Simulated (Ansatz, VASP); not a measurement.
BiTe in VASP and in Ansatz

Contents of POSCAR:

```
BiTe
1.0
   -1.0228044302      2.8127121831      2.8127121831
    2.8127121831     -1.0228044302      2.8127121831
    2.8127121831      2.8127121831     -1.0228044302
Bi Te
1 1
Direct
    0.0000000000      0.0000000000      0.0000000000
    0.5000000000      0.5000000000      0.5000000000
```

INCAR.step1

```
SYSTEM = BiTe
  PREC = Accurate
  ENCUT = 520
  ISMEAR = 0
  SIGMA = 0.15
  LREAL = .FALSE.
  LASPH = .TRUE.
  NELM = 80
  NBANDS = 18
  GGA = PE
  ALGO = Normal
  EDIFF = 1E-4
  LWAVE = .TRUE.
  LCHARG = .FALSE.
```

Contents of INCAR.step2:

```
SYSTEM = BiTe
  PREC = Accurate
  ENCUT = 520
  EDIFF = 1E-7
  ISMEAR = 0
  SIGMA = 0.15
  LREAL = .FALSE.
  LASPH = .TRUE.
  NELM = 80
  ALGO = Normal
  ISIF = 2
  LWAVE = .FALSE.
  LCHARG = .TRUE.
  METAGGA = R2SCAN
  LMIXTAU = .TRUE.
  LELF = .TRUE.
  LVHAR = .TRUE.
  NBANDS = 18
  ISTART = 1
```

Contents of KPOINTS:

```
Automatic mesh
0
G
  14 14 14
  0 0 0
```

Input for Ansatz:

```yaml
crystal:
  lattice:
    - [-1.0228044302, 2.8127121831, 2.8127121831]
    - [2.8127121831, -1.0228044302, 2.8127121831]
    - [2.8127121831, 2.8127121831, -1.0228044302]
  atoms:
    - { symbol: Bi, position: [0.0, 0.0, 0.0] }
    - { symbol: Te, position: [0.5, 0.5, 0.5] }
basis:
  ecutwfc: 500
kpoints:
  mp_grid: { grid: [14, 14, 14] }
hamiltonian:
  xc: r2scan
scf:
  occupations: { method: gaussian, width: 0.15 }
output:
  forces: true
  stress: true
  eigenvalues: true
  write_density: true
  write_potential: true
  elf: true
  volumetric_format: npy
```

Alike in both runs: task single point; functional r2SCAN; k mesh 14 × 14 × 14; occupations gaussian, width 0.15 eV; no spin polarisation.

|  | VASP | Ansatz |
| --- | --- | --- |
| version | VASP 6.6.1 | Ansatz 0.2.0 |
| potentials or method | VASP PAW PBE potentials, release 64 (Bi_d, Te), cutoff 520 eV | scalar-relativistic, plane waves, PAW |
| valence electrons in the cell | 21 | 31 |

```csv
,VASP,Ansatz,Ansatz less VASP
gap on the k mesh at the Fermi level (eV),none,none,-
pressure (GPa),-4.4,-4.4,+0.03
"traceless stress, the component that is largest in VASP (GPa)",1.54,1.54,+0.001
```

VASP's potentials were made for PBE, not for r2SCAN. A gap of «none» marks a metal or a gap that the smearing closes. VASP's potentials hold 21 valence electrons a cell and Ansatz's 31, so a difference there can come from the potentials and not from the codes.

Neither program's run includes spin-orbit coupling.
